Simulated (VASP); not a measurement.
# TlCl (Pm-3m) in VASP: dielectric tensor with r2SCAN

Aim: the dielectric tensor of TlCl with r2SCAN.

Everything below comes from runs of VASP 6.6.1. Logs are shortened: lines on timing, memory, paths and dates and some standing lists are left out, and cuts for length are marked.

### 1 The cell of the first run

The structure is cubic, space group Pm-3m (No. 221). The conventional cell has a = 3.794 Å, b = 3.794 Å, c = 3.794 Å, α = 90.00°, β = 90.00°, γ = 90.00°. Tl (site symmetry m-3m) has 8 Cl at 3.29 Å and 6 Tl at 3.79 Å within 4.3 Å. Within 4.3 Å of Cl (site symmetry m-3m) lie 8 Tl at 3.29 Å and 6 Cl at 3.79 Å.

### 2 Dielectric tensor, r2SCAN

INCAR

```
SYSTEM = TlCl
  ALGO = Normal
  EDIFF = 1E-8
  ENCUT = 440
  GGA_COMPAT = .FALSE.
  ISIF = 2
  ISMEAR = 0
  LASPH = .TRUE.
  LCALCEPS = .TRUE.
  LCHARG = .FALSE.
  LMIXTAU = .TRUE.
  LREAL = .FALSE.
  LWAVE = .FALSE.
  METAGGA = R2SCAN
  NELM = 120
  PREC = Accurate
  SIGMA = 0.01
```

KPOINTS

```
k-points
0
G
  6 6 6
  0 0 0
```

POSCAR

```
TlCl
1.0
    3.7936346943      0.0000000000      0.0000000000
    0.0000000000      3.7936346943      0.0000000000
    0.0000000000      0.0000000000      3.7936346943
Tl Cl
1 1
Direct
    0.0000000000      0.0000000000      0.0000000000
    0.5000000000      0.5000000000      0.5000000000
```

Potentials or basis: VASP PAW PBE potentials, release 64 (Tl_d, Cl).

On the command line:

```
cat potpaw_PBE.64/Tl_d/POTCAR potpaw_PBE.64/Cl/POTCAR > POTCAR
mpirun -np 1 vasp_std > vasp.out
```

OUTCAR:

```text
SYSTEM = TlCl
   EDIFF = 1E-8
   ENCUT = 440
   ISIF = 2
   ISMEAR = 0
   LASPH = .TRUE.
   LREAL = .FALSE.
   METAGGA = R2SCAN
   NELM = 120
   PREC = Accurate

 ion  position               nearest neighbor table
   1  0.000  0.000  0.000-   2 3.29   2 3.29   2 3.29   2 3.29   2 3.29   2 3.29   2 3.29   2 3.29

   2  0.500  0.500  0.500-   1 3.29   1 3.29   1 3.29   1 3.29   1 3.29   1 3.29   1 3.29   1 3.29

  LATTYP: Found a simple cubic cell.
 ALAT       =     3.7936346943

  Lattice vectors:

 A1 = (   3.7936346943,   0.0000000000,   0.0000000000)
 A2 = (   0.0000000000,   3.7936346943,   0.0000000000)
 A3 = (   0.0000000000,   0.0000000000,   3.7936346943)

Analysis of symmetry for initial positions (statically):
=====================================================================
 Subroutine PRICEL returns:
 Original cell was already a primitive cell.

 Routine SETGRP: Setting up the symmetry group for a
 simple cubic supercell.

 Subroutine GETGRP returns: Found 48 space group operations
 (whereof 48 operations were pure point group operations)
 out of a pool of 48 trial point group operations.

The static configuration has the point symmetry O_h .

Analysis of symmetry for dynamics (positions and initial velocities):
=====================================================================
 Subroutine PRICEL returns:
 Original cell was already a primitive cell.

 Routine SETGRP: Setting up the symmetry group for a
 simple cubic supercell.

 Subroutine GETGRP returns: Found 48 space group operations
 (whereof 48 operations were pure point group operations)
 out of a pool of 48 trial point group operations.

The dynamic configuration has the point symmetry O_h .

 Subroutine INISYM returns: Found 48 space group operations
 (whereof 48 operations are pure point group operations),
 and found     1 'primitive' translations

----------------------------------------------------------------------------------------

                                     Primitive cell

  volume of cell :      54.5967

  direct lattice vectors                    reciprocal lattice vectors
     3.793634694  0.000000000  0.000000000     0.263599445  0.000000000  0.000000000
     0.000000000  3.793634694  0.000000000     0.000000000  0.263599445  0.000000000
     0.000000000  0.000000000  3.793634694     0.000000000  0.000000000  0.263599445

  length of vectors
[... 137 lines left out ...]
  band No.  band energies     occupation
      1     -11.8298      2.00000
      2      -7.5615      2.00000
      3      -7.5615      2.00000
      4      -7.2875      2.00000
      5      -7.2875      2.00000
      6      -7.2875      2.00000
      7      -1.7906      2.00000
      8       1.0292      2.00000
      9       1.0292      2.00000
     10       1.0292      2.00000
     11   10000.0000      0.00000
     12   10000.0000      0.00000
     13   10000.0000      0.00000
     14   10000.0000      0.00000
[... 377 lines left out ...]
      1     -11.7068      2.00000
      2      -7.5325      2.00000
      3      -7.4839      2.00000
      4      -7.3253      2.00000
      5      -7.3109      2.00000
      6      -7.3035      2.00000
      7      -2.1987      2.00000
      8       0.6212      2.00000
      9       1.2240      2.00000
     10       1.9334      2.00000
     11   10000.0000      0.00000
     12   10000.0000      0.00000
     13   10000.0000      0.00000
     14   10000.0000      0.00000

 [... further k-points ...]

------------------------ aborting loop because EDIFF is reached ----------------------------------------

            Ionic dipole moment: p[ion]=(   -13.27772   -13.27772   -13.27772 ) |e| Angst

 Total electronic dipole moment: p[elc]=(     0.00000    -0.00000     0.01234 ) |e| Angst

 MACROSCOPIC STATIC DIELECTRIC TENSOR (including local field effects)
 ------------------------------------------------------
           5.088905     0.000000    -0.000000
           0.000000     5.088905    -0.000000
          -0.000000    -0.000000     5.088905
 ------------------------------------------------------

 PIEZOELECTRIC TENSOR (including local field effects) (e Angst)
          XX          YY          ZZ          XY          YZ          ZX
  --------------------------------------------------------------------------------
  x     0.00000     0.00000     0.00000     0.00000     0.00000     0.00000
  y     0.00000     0.00000     0.00000     0.00000     0.00000     0.00000
  z     0.00000     0.00000     0.00000     0.00000     0.00000     0.00000

 PIEZOELECTRIC TENSOR (including local field effects) (C/m^2)
          XX          YY          ZZ          XY          YZ          ZX
  --------------------------------------------------------------------------------
  x     0.00000     0.00000     0.00000     0.00000     0.00000     0.00000
  y     0.00000     0.00000     0.00000     0.00000     0.00000     0.00000
  z     0.00000     0.00000     0.00000     0.00000     0.00000     0.00000

 BORN EFFECTIVE CHARGES (including local field effects) (in |e|, cummulative output)
 ---------------------------------------------------------------------------------
 ion    1
    1     2.02608     0.00000    -0.00000
    2    -0.00000     2.02608     0.00000
    3    -0.00000     0.00000     2.02608
 ion    2
    1    -2.02608    -0.00000     0.00000
    2     0.00000    -2.02608    -0.00000
    3     0.00000    -0.00000    -2.02608

  FORCE on cell =-STRESS in cart. coord.  units (eV):
  Direction    XX          YY          ZZ          XY          YZ          ZX
  --------------------------------------------------------------------------------------
  -------------------------------------------------------------------------------------
  Total        0.3484883      0.3484883      0.3484883      0.0000000      0.0000000      0.0000000
  in kB       10.2266243     10.2266243     10.2266243      0.0000000      0.0000000      0.0000000
  external PRESSURE =      10.2266243 kB  Pullay stress =       0.0000000 kB

 VOLUME and BASIS-vectors are now :
 -----------------------------------------------------------------------------
  energy-cutoff  :      440.00
  volume of cell :       54.60
      direct lattice vectors                 reciprocal lattice vectors
     3.793634694  0.000000000  0.000000000     0.263599445  0.000000000  0.000000000
     0.000000000  3.793634694  0.000000000     0.000000000  0.263599445  0.000000000
     0.000000000  0.000000000  3.793634694     0.000000000  0.000000000  0.263599445

 POSITION                                       TOTAL-FORCE (eV/Angst)
 -----------------------------------------------------------------------------------
      0.00000      0.00000      0.00000         0.000000      0.000000      0.000000
      1.89682      1.89682      1.89682         0.000000      0.000000      0.000000
 -----------------------------------------------------------------------------------
    total drift:                               -0.000000      0.000000      0.000000

  FREE ENERGIE OF THE ION-ELECTRON SYSTEM (eV)
  ---------------------------------------------------
  free  energy   TOTEN  =       -61.5413848437 eV

  energy  without entropy=      -61.5413848437  energy(sigma->0) =      -61.54138484
```

stdout:

```text
POSCAR found type information on POSCAR TlCl
 POSCAR found :  2 types and       2 ions
 scaLAPACK will be used
 -----------------------------------------------------------------------------
|                                                                             |
|                                                                             |
[... 104 lines left out ...]
 p_tot=( -0.133E+02 -0.133E+02 -0.133E+02 )
dp_tot=(  0.986E-08 -0.382E-07  0.124E-01 )  diag[e(oo)]=(    ---      ---    5.09503 )
 p_tot=( -0.133E+02 -0.133E+02 -0.133E+02 )
dp_tot=(  0.982E-08 -0.379E-07  0.123E-01 )  diag[e(oo)]=(    ---      ---    5.08897 )
 final diagonalization full
 p_tot=( -0.133E+02 -0.133E+02 -0.133E+02 )
dp_tot=(  0.982E-08 -0.381E-07  0.123E-01 )  diag[e(oo)]=(    ---      ---    5.08890 )
```

It took 33 min on 1 thread of Intel Xeon Platinum 8259CL at 2.50GHz (Skylake/Cascade Lake), shared host; peak memory 0.25 GiB.

Results:

```
Band gap on the k mesh                  : 2.43 eV
Electronic dielectric tensor (diagonal) : 5.09
Born charges (mean of the diagonal)     : Tl +2.03; Cl -2.03 e
```

Levels at points of the mesh, in eV from the valence-band top:
| k point | band 7 | band 8 | band 9 | band 10 | band 11 | band 12 | band 13 | band 14 |
| --- | --- | --- | --- | --- | --- | --- | --- | --- |
| (0.00, 0.00, 0.00) | -4.59 | -1.77 | -1.77 | -1.77 | 8.28 | 8.28 | 8.47 | 8.47 |
| (0.50, 0.00, 0.00) | -5.72 | -1.31 | -1.31 | 0.00 | 2.43 | 7.05 | 7.05 | 9.21 |
| (0.50, 0.50, 0.00) | -3.39 | -3.30 | -3.30 | -1.27 | 5.33 | 5.33 | 9.05 | 9.11 |
| (0.50, 0.50, 0.50) | -2.29 | -2.29 | -2.29 | -2.09 | 2.79 | 2.79 | 2.79 | 13.92 |

Electronic dielectric tensor:
```
5.09 0.00 0.00
0.00 5.09 0.00
0.00 0.00 5.09
```

Born effective charge tensors (e):
atom 1, Tl
```
2.03 0.00 0.00
0.00 2.03 0.00
0.00 0.00 2.03
```
atom 2, Cl
```
-2.03  0.00  0.00
 0.00 -2.03  0.00
 0.00  0.00 -2.03
```

Dipole moments of the cell (e·Å, modulo the quantum): ionic -13.278, -13.278, -13.278; electronic 0.000, 0.000, 0.012

Caveat: the PAW data sets were made with another functional, which shifts forces and pressure a little; spin-orbit coupling is left out, which moves the levels of the heavy elements. A k mesh can miss the band edges.
